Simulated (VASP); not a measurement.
Set up this calculation in VASP 6.6.1, as the native input.

| Property | Result |
| --- | --- |
| Task | relaxation of cell and atoms |
| Functional | PBEsol |
| Potentials or basis | VASP PAW PBE potentials, release 64 (Pt) |
| Cutoff | 600 eV |
| k mesh | 18 × 18 × 10 |
| Occupations | gaussian, width 0.1 eV |
| Spin | no spin polarisation |
| Dipole correction | no |
| Further INCAR settings | ALGO = Fast; EDIFF = 1e-06; IBRION = 2; EDIFFG = -0.005; NSW = 100; ISIF = 3 |

The structure of Pt lies in POSCAR:

```
Pt
1.0
    2.7257420446      0.0000000000      0.0000000000
   -1.3628710223      2.3605618548      0.0000000000
    0.0000000000      0.0000000000      4.7090717796
Pt
2
Direct
    0.6666666667      0.3333333333      0.7500000000
    0.3333333333      0.6666666667      0.2500000000
```

These files were run (other wordings do the same):

INCAR

```
SYSTEM = Pt
  PREC = Accurate
  ENCUT = 600
  EDIFF = 1E-6
  ISMEAR = 0
  SIGMA = 0.1
  LREAL = .False.
  LASPH = .True.
  NELM = 80
  ALGO = Fast
  ISIF = 3
  LWAVE = .False.
  LCHARG = .False.
  GGA = PS
  IBRION = 2
  NSW = 100
  EDIFFG = -0.005
```

KPOINTS

```
regular mesh
0
Gamma
  18 18 10
  0 0 0
```

Potentials or basis: VASP PAW PBE potentials, release 64 (Pt).

Run with:

```sh
$ cat potpaw_PBE.64/Pt/POTCAR > POTCAR
$ mpirun -np 1 vasp_std > vasp.out
```

It gave:

The relaxed volume is 15.12 Å³/atom, the relaxed cell is a = 2.725 Å, b = 2.725 Å, c = 4.702 Å, α = 90.00°, β = 90.00°, γ = 120.00° and the space group after relaxing (to 0.05 Å) is P6_3/mmc (No. 194). The energy gained by relaxing is 0.1 meV/atom and the ionic steps are 4. The pressure after relaxing is 0.0 GPa and the band gap on the k mesh is zero (band 10 reaches 11.54 eV, above the bottom of band 11 at 10.17 eV).

Caveat: the PAW data sets were made with another functional, which shifts forces and pressure a little; spin-orbit coupling is left out, which moves the levels of the heavy elements.

Run time: 81 s on 1 thread of Intel(R) Xeon(R) 6975P-C (Granite Rapids), with other jobs on the host, peak memory 0.24 GiB.
